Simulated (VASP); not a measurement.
Crystal: Hf3O.

```
Hf O
1.0
     4.01534    0.00000    0.00000
     0.00000    4.01534    0.00000
     0.00000    0.00000    4.01534
Hf O
3 1
Direct
  0.00000 0.50000 0.50000
  0.50000 0.00000 0.50000
  0.50000 0.50000 0.00000
  0.00000 0.00000 0.00000
```

| Property | Result |
| --- | --- |
| Program | VASP 6.6.1 |
| Task | relaxation of cell and atoms |
| Functional | PBE |
| Potentials or basis | VASP PAW PBE potentials, release 64 (Hf_pv, O) |
| Cutoff | 600 eV |
| k mesh | 4 × 4 × 4 |
| Occupations | gaussian, width 0.1 eV |
| Spin | no spin polarisation |

At the start: pressure 17.3 GPa; volume 16.18 Å³/atom.

Problem. How do energy, volume and symmetry change on relaxing?

Solution. Over 3 steps the energy falls by 117.3 meV/atom and the volume is 18.61 Å³/atom (+15.0 %); space group Pm-3m (No. 221, to 0.05 Å).

The path:
```csv
step,energy change (eV),largest force (eV/Å),pressure (GPa),volume (Å³)
1,0.0000,0.0000,17.29,64.74
2,-0.2318,0.0000,-8.61,82.52
3,-0.4690,0.0000,-0.11,74.44
```

Final structure:
```yaml
crystal:
  lattice:
    - [4.20662, 0.00000, 0.00000]
    - [0.00000, 4.20662, 0.00000]
    - [0.00000, 0.00000, 4.20662]
  atoms:
    - { symbol: Hf, position: [0.00000, 0.50000, 0.50000] }
    - { symbol: Hf, position: [0.50000, 0.00000, 0.50000] }
    - { symbol: Hf, position: [0.50000, 0.50000, 0.00000] }
    - { symbol: O, position: [0.00000, 0.00000, 0.00000] }
```

Caveat: the k points lie up to 0.37 Å⁻¹ apart in the final cell.
